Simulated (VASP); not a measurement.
# PtSe2 (R-3m) in VASP: a series of runs

Aim: see how the results for PtSe2 move with the level of theory and the settings. Levels: PBE+D3(BJ), PBE+D4, PBE. Tasks: relaxation of cell and atoms, single point.

Everything below comes from runs of VASP 6.6.1. Logs are shortened: lines on timing, memory, paths and dates and some standing lists are left out, and cuts for length are marked.

## 1. The cell of the first run

Symmetry: R-3m, No. 166, trigonal system. The conventional cell has a = 3.853 Å, b = 3.853 Å, c = 18.303 Å, α = 90.00°, β = 90.00°, γ = 120.00°. Pt (site symmetry -3m) has 6 Se at 2.72 Å within 3.6 Å. Se (site symmetry 3m) has 3 Pt at 2.72 Å and 12 Se at 3.71 to 3.85 Å within 3.9 Å.

## 2. Relaxation of cell and atoms, PBE+D3(BJ)

INCAR reads:

```
SYSTEM = PtSe2
ALGO     = Normal         ! electronic algorithm
EDIFF    = 1E-6           ! SCF threshold, eV
EDIFFG   = -0.005         ! ionic threshold
ENCUT    = 600            ! plane-wave cutoff, eV
GGA      = PE             ! functional
IBRION   = 2              ! ionic algorithm
ISIF     = 3              ! what is computed and relaxed
ISMEAR   = -1             ! smearing method
IVDW     = 12             ! dispersion correction
LASPH    = .TRUE.         ! aspherical terms in the spheres
LCHARG   = .FALSE.        ! write CHGCAR
LREAL    = .FALSE.        ! projectors in reciprocal space
LWAVE    = .FALSE.        ! write WAVECAR
NELM     = 100            ! most SCF steps
NSW      = 80             ! ionic steps
PREC     = Accurate       ! precision mode
SIGMA    = 0.02           ! smearing width, eV
```

KPOINTS reads:

```
k-points
0
G
  8 8 8
  0 0 0
```

POSCAR reads:

```
PtSe2
1.0
    1.9263712900      1.1121909828      6.1010316460
   -1.9263712900      1.1121909828      6.1010316460
    0.0000000000     -2.2243819657      6.1010316460
Pt Se
1 2
Direct
    0.0000000000      0.0000000000      0.0000000000
    0.2478004861      0.2478004861      0.2478004861
    0.7521995139      0.7521995139      0.7521995139
```

Potentials or basis: VASP PAW PBE potentials, release 64 (Pt, Se).

On the command line:

```bash
$ cat potpaw_PBE.64/Pt/POTCAR potpaw_PBE.64/Se/POTCAR > POTCAR
$ mpirun -np 1 vasp_std > vasp.out
```

OUTCAR:

```text
SYSTEM = PtSe2
   EDIFF = 1E-6
   EDIFFG = -0.005
   ENCUT = 600
   GGA = PE
   IBRION = 2
   ISIF = 3
   ISMEAR = -1
   IVDW = 12
   LASPH = .TRUE.
   LREAL = .FALSE.
   NELM = 100
   NSW = 80
   PREC = Accurate
 IVDW          = 12

 ion  position               nearest neighbor table
   1  0.000  0.000  0.000-   3 2.72   3 2.72   2 2.72   2 2.72   3 2.72   2 2.72
   2  0.248  0.248  0.248-   1 2.72   1 2.72   1 2.72
   3  0.752  0.752  0.752-   1 2.72   1 2.72   1 2.72

  LATTYP: Found a trigonal (rhomboedric) cell.
 ALAT       =     6.4938788312
 COS(alpha) =     0.8240044739

  Lattice vectors:

 A1 = (   1.9263712900,   1.1121909828,   6.1010316460)
 A2 = (  -1.9263712900,   1.1121909828,   6.1010316460)
 A3 = (   0.0000000000,  -2.2243819657,   6.1010316460)

Analysis of symmetry for initial positions (statically):
=====================================================================
 Subroutine PRICEL returns:
 Original cell was already a primitive cell.

 Routine SETGRP: Setting up the symmetry group for a
 trigonal (rhombohedral) supercell.

 Subroutine GETGRP returns: Found 12 space group operations
 (whereof 12 operations were pure point group operations)
 out of a pool of 12 trial point group operations.

The static configuration has the point symmetry D_3d.

Analysis of symmetry for dynamics (positions and initial velocities):
=====================================================================
 Subroutine PRICEL returns:
 Original cell was already a primitive cell.

 Routine SETGRP: Setting up the symmetry group for a
 trigonal (rhombohedral) supercell.

 Subroutine GETGRP returns: Found 12 space group operations
 (whereof 12 operations were pure point group operations)
 out of a pool of 12 trial point group operations.

The dynamic configuration has the point symmetry D_3d.

 Subroutine INISYM returns: Found 12 space group operations
 (whereof 12 operations are pure point group operations),
 and found     1 'primitive' translations

----------------------------------------------------------------------------------------

                                     Primitive cell

  volume of cell :      78.4285

  direct lattice vectors                    reciprocal lattice vectors
     1.926371290  1.112190983  6.101031646     0.259555363  0.149854359  0.054635569
    -1.926371290  1.112190983  6.101031646    -0.259555363  0.149854359  0.054635569
     0.000000000 -2.224381966  6.101031646     0.000000000 -0.299708718  0.054635569

  length of vectors
     6.493878831  6.493878831  6.493878831     0.304647929  0.304647929  0.304647929

  position of ions in fractional coordinates (direct lattice)
     0.000000000  0.000000000  0.000000000
     0.247800486  0.247800486  0.247800486
     0.752199514  0.752199514  0.752199514

  ion indices of the primitive-cell ions
   primitive index   ion index
                 1           1
                 2           2
                 3           3

----------------------------------------------------------------------------------------

 KPOINTS: k-points

Automatic generation of k-mesh.
 Grid dimensions read from file:
 generate k-points for:    8    8    8

 Generating k-lattice:

  Cartesian coordinates                     Fractional coordinates (reciprocal lattice)
     0.032444420  0.018731795  0.006829446     0.125000000  0.000000000  0.000000000
    -0.032444420  0.018731795  0.006829446     0.000000000  0.125000000  0.000000000
     0.000000000 -0.037463590  0.006829446     0.000000000  0.000000000  0.125000000

  Length of vectors
     0.038080991  0.038080991  0.038080991

  Shift w.r.t. Gamma in fractional coordinates (k-lattice)
     0.000000000  0.000000000  0.000000000

 Subroutine IBZKPT returns following result:
 ===========================================

 Found     65 irreducible k-points:

 Following reciprocal coordinates:
            Coordinates               Weight
  0.000000  0.000000  0.000000      1.000000
  0.125000  0.000000  0.000000      6.000000
  0.250000  0.000000  0.000000      6.000000
  0.375000  0.000000 -0.000000      6.000000
  0.500000  0.000000  0.000000      3.000000
  0.125000  0.125000  0.000000      6.000000
[... 16 lines left out ...]
  0.250000  0.125000  0.125000      6.000000
  0.375000  0.125000  0.125000      6.000000
 [... further k-points ...]
   k-points           NKPTS =     65   k-points in BZ     NKDIM =     65   number of bands    NBANDS=     15
   number of dos      NEDOS =    301   number of ions     NIONS =      3
   total plane-waves  NPLWV = 157464
   dimension x,y,z NGX =    54 NGY =   54 NGZ =   54
   dimension x,y,z NGXF=   108 NGYF=  108 NGZF=  108
   ions per type =               1   2
   NGX,Y,Z   is equivalent  to a cutoff of  13.82, 13.82, 13.82 a.u.
   NGXF,Y,Z  is equivalent  to a cutoff of  27.65, 27.65, 27.65 a.u.
 SYSTEM =  PtSe2
   PREC   = accura    normal or accurate (medium, high low for compatibility)
   ISTART =      0    job   : 0-new  1-cont  2-samecut
   ICHARG =      2    charge: 1-file 2-atom 10-const
   ISPIN  =      1    spin polarized calculation?
   LNONCOLLINEAR =      F non collinear calculations
   LSORBIT =      F    spin-orbit coupling
   LASPH  =      T    aspherical Exc in radial PAW
   ENCUT  =  600.0 eV  44.10 Ry    6.64 a.u.  12.97 12.97 12.97*2*pi/ulx,y,z
   NELM   =    100;   NELMIN=  2; NELMDL= -5     # of ELM steps
   EDIFF  = 0.1E-05   stopping-criterion for ELM
   LREAL  =      F    real-space projection
   EDIFFG = -.5E-02   stopping-criterion for IOM
   NSW    =     80    number of steps for IOM
   IBRION =      2    ionic relax: 0-MD 1-quasi-New 2-CG
   NFREE  =      1    steps in history (QN), initial steepest desc. (CG)
   ISIF   =      3    stress and relaxation
   ISYM   =      2    0-nonsym 1-usesym 2-fastsym
   POTIM  = 0.5000    time-step for ionic-motion
   TEBEG  =    0.0;   TEEND  =   0.0 temperature during run
   PSTRESS=    0.0 pullay stress
   NELECT =      22.0000    total number of electrons
   NUPDOWN=      -1.0000    fix difference up-down
   EMIN   =  10.00;   EMAX   =-10.00  energy-range for DOS
   EFERMI =   0.00;   METHOD = LEGACY
   ISMEAR =    -1;   SIGMA  =   0.02  broadening in eV -4-tet -1-fermi 0-gaus
   EFERMI_NEDOS =   21; number of points for ismear=-14 and -15
   IALGO  =     38    algorithm
   IMIX   =      4    mixing-type and parameters
     AMIX     =   0.40;   BMIX     =  1.00
     AMIX_MAG =   1.60;   BMIX_MAG =  1.00
  volume/ion in A,a.u.               =      26.14       176.42
  Fermi-wavevector in a.u.,A,eV,Ry     =   1.071662  2.025147 15.625734  1.148459
  Thomas-Fermi vector in A             =   2.207409
   LORBIT       =      0    0 simple, 1 ext, 2 COOP (PROOUT), +10 PAW based schemes
   GGA     = PE    functional components
   LHFCALC =     F    Hartree Fock is set to
   AEXX    =    0.0000 exact exchange contribution
   IVDW    =    12    specifies the selected vdW correction
   LEPSILON=     F    determine dielectric tensor
   LRPA    =     F    only Hartree local field effects (RPA)
 conjugate gradient relaxation of ions
 non-spin polarized calculation
  energy-cutoff  :      600.00
  volume of cell :       78.43
 maximum number of plane-waves:      2652
 NGX is ok and might be reduce to    54
   NGX = 25   NGY = 25   NGZ = 25

--------------------------------------- Ionic step        1  -------------------------------------------

 number of electron      22.0000001 magnetization

 Free energy of the ion-electron system (eV)
  ---------------------------------------------------
  ext. energy  EPLUGINS =         0.00000000
  ---------------------------------------------------
  free energy    TOTEN  =       -13.40552942 eV

  energy without entropy =      -13.40528067  energy(sigma->0) =      -13.40540505

 E-fermi :   3.2110     XC(G=0):  -9.4142

 val. band max:        3.0966669653   @ k =   0.2500   0.1250   0.1250
 cond. band min:       3.2184171211   @ k =   0.0000   0.0000   0.0000
 fundamental gap:      0.1217501558
 Fermi energy:         3.2109729979

 k-point     1 :       0.0000    0.0000    0.0000
  band No.  band energies     occupation
      1     -10.2482      2.00000
      2      -9.0581      2.00000
      3      -2.0414      2.00000
      4      -0.8252      2.00000
      5      -0.8252      2.00000
      6       0.6975      2.00000
      7       0.6975      2.00000
      8       1.2132      2.00000
      9       2.9894      1.99997
     10       2.9894      1.99997
     11       3.2184      0.81602
     12       4.6403      0.00000
     13       4.6403      0.00000
     14       6.3030      0.00000
     15       8.1058      0.00000
[... 397 lines left out ...]
 k-point    24 :       0.3750    0.1250    0.1250
  band No.  band energies     occupation
      1      -9.7552      2.00000
      2      -9.0975      2.00000
      3      -1.4531      2.00000
      4      -0.7128      2.00000
      5      -0.6958      2.00000
      6      -0.3176      2.00000
      7       0.6024      2.00000
      8       0.8285      2.00000
      9       1.7683      2.00000
     10       2.6906      2.00000
     11       2.7191      2.00000
     12       3.6775      0.00000
     13       4.3783      0.00000
     14       7.8116      0.00000
     15       9.5996      0.00000

 [... further k-points ...]

------------------------ aborting loop because EDIFF is reached ----------------------------------------

 Edisp (eV)   -1.10237

 E8    (eV) :    -0.4741

  FORCE on cell =-STRESS in cart. coord.  units (eV):
  Direction    XX          YY          ZZ          XY          YZ          ZX
  --------------------------------------------------------------------------------------
  -------------------------------------------------------------------------------------
  Total      -6.85694    -6.85694    -8.43134     0.00000     0.00000     0.00000
  in kB    -140.07714  -140.07714  -172.23973     0.00000     0.00000     0.00000
  external pressure =     -150.80 kB  Pullay stress =        0.00 kB
[... 100 lines left out ...]
  FREE ENERGIE OF THE ION-ELECTRON SYSTEM (eV)
  ---------------------------------------------------
  free  energy   TOTEN  =       -15.4773570377 eV

  energy  without entropy=      -15.4769134826  energy(sigma->0) =      -15.47713526

[... ionic steps 4 to 14 ...]

--------------------------------------- Ionic step       15  -------------------------------------------

 number of electron      22.0000000 magnetization

------------------------ aborting loop because EDIFF is reached ----------------------------------------

 Edisp (eV)   -1.31043

 E8    (eV) :    -0.5612
[... 71 lines left out ...]
  energy  without entropy=      -15.5300323227  energy(sigma->0) =      -15.53015159

--------------------------------------- Ionic step       17  -------------------------------------------

 number of electron      22.0000000 magnetization

 Free energy of the ion-electron system (eV)
  ---------------------------------------------------
  ext. energy  EPLUGINS =         0.00000000
  ---------------------------------------------------
  free energy    TOTEN  =       -14.22062055 eV

  energy without entropy =      -14.22038223  energy(sigma->0) =      -14.22050139

 E-fermi :   5.4191     XC(G=0): -10.1411

 val. band max:        5.2840151799   @ k =   0.1250   0.0000   0.0000
 cond. band min:       5.4525920855   @ k =  -0.2500   0.2500   0.0000
 fundamental gap:      0.1685769055
 Fermi energy:         5.4190611512

 k-point     1 :       0.0000    0.0000    0.0000
  band No.  band energies     occupation
      1      -9.6711      2.00000
      2      -7.4550      2.00000
      3      -1.2477      2.00000
      4      -0.5460      2.00000
      5      -0.5460      2.00000
      6       1.7037      2.00000
      7       1.7037      2.00000
      8       3.0995      2.00000
      9       4.6728      2.00000
     10       4.6728      2.00000
     11       5.4768      0.10548
     12       7.3510      0.00000
     13       7.3510      0.00000
     14       9.5534      0.00000
     15       9.6507      0.00000
[... 397 lines left out ...]
 k-point    24 :       0.3750    0.1250    0.1250
  band No.  band energies     occupation
      1      -8.9637      2.00000
      2      -7.7013      2.00000
      3      -0.8433      2.00000
      4      -0.2334      2.00000
      5       0.1728      2.00000
      6       0.5529      2.00000
      7       1.4728      2.00000
      8       2.2477      2.00000
      9       3.6594      2.00000
     10       4.2925      2.00000
     11       4.7479      2.00000
     12       5.8195      0.00000
     13       6.9188      0.00000
     14      10.4681      0.00000
     15      11.8967      0.00000

 [... further k-points ...]

------------------------ aborting loop because EDIFF is reached ----------------------------------------

 Edisp (eV)   -1.30965

 E8    (eV) :    -0.5608

  FORCE on cell =-STRESS in cart. coord.  units (eV):
  Direction    XX          YY          ZZ          XY          YZ          ZX
  --------------------------------------------------------------------------------------
  -------------------------------------------------------------------------------------
  Total       0.00643     0.00643    -0.01492     0.00000     0.00000     0.00000
  in kB       0.15625     0.15625    -0.36252     0.00000     0.00000     0.00000
  external pressure =       -0.02 kB  Pullay stress =        0.00 kB
[... 18 lines left out ...]
  FREE ENERGIE OF THE ION-ELECTRON SYSTEM (eV)
  ---------------------------------------------------
  free  energy   TOTEN  =       -15.5302736078 eV

  energy  without entropy=      -15.5300352860  energy(sigma->0) =      -15.53015445

 reached required accuracy - stopping structural energy minimisation
```

Run time: 16 min. Hardware: 1 thread of Intel Xeon 6975P-C (Granite Rapids), shared host; peak memory 0.49 GiB.

Results:

```yaml
Free_energy: -15.5303 eV
Relaxed_volume: 21.99 Å³/atom
Relaxed_cell: a = 5.936 Å, b = 5.936 Å, c = 5.936 Å, α = 36.42°, β = 36.42°, γ = 36.42°
Space_group_after_relaxing_to_0.1_Å: R-3m (No. 166)
Energy_gained_by_relaxing: 340.8 meV/atom
Ionic_steps: 17
Pressure_after_relaxing: 0.0 GPa
Largest_force_after_relaxing: 0.004 eV/Å
Band_gap_on_the_k_mesh: zero (bands 11 and 12 overlap by 0.02 eV)
Dispersion_energy_per_atom: -0.437 eV
```

Forces on the atoms (eV/Å):
```
Pt   0.000  0.000  0.000
Se   0.000  0.000  0.004
Se   0.000  0.000 -0.004
```

Step by step:
```tsv
step	energy change (eV)	largest force (eV/Å)	pressure (GPa)	volume (Å³)
1	0.0000	2.3746	-15.08	78.43
2	0.3149	3.7948	40.87	53.67
3	-0.9695	0.5028	-0.49	64.87
4	-0.9720	0.3978	0.41	64.43
5	-0.9722	0.3329	0.97	64.17
6	-1.0088	0.1837	0.61	64.70
7	-1.0210	0.0206	0.20	65.22
8	-1.0211	0.0292	0.21	65.20
9	-1.0211	0.0354	0.22	65.18
10	-1.0214	0.0761	-0.18	65.48
11	-1.0214	0.0741	-0.16	65.46
12	-1.0216	0.0649	-0.14	65.52
13	-1.0221	0.0383	-0.05	65.69
14	-1.0223	0.0152	0.09	66.03
15	-1.0224	0.0017	0.05	65.92
16	-1.0224	0.0065	-0.05	66.00
17	-1.0224	0.0042	0.00	65.96
```

Final structure:
```
CELL_PARAMETERS angstrom
1.85464 1.07077 5.53574
-1.85464 1.07077 5.53574
0.00000 -2.14155 5.53574
ATOMIC_POSITIONS crystal
Pt 0.00000 0.00000 0.00000
Se 0.25375 0.25375 0.25375
Se 0.74625 0.74625 0.74625
```

Caveat: the volume moved by over 15 % at a fixed basis, so the end points are rough; spin-orbit coupling is left out, which moves the levels of the heavy elements.

(Part 1 of 3 ends here.)

The gap in the log of VASP goes by the Fermi energy; the results here count the filled bands.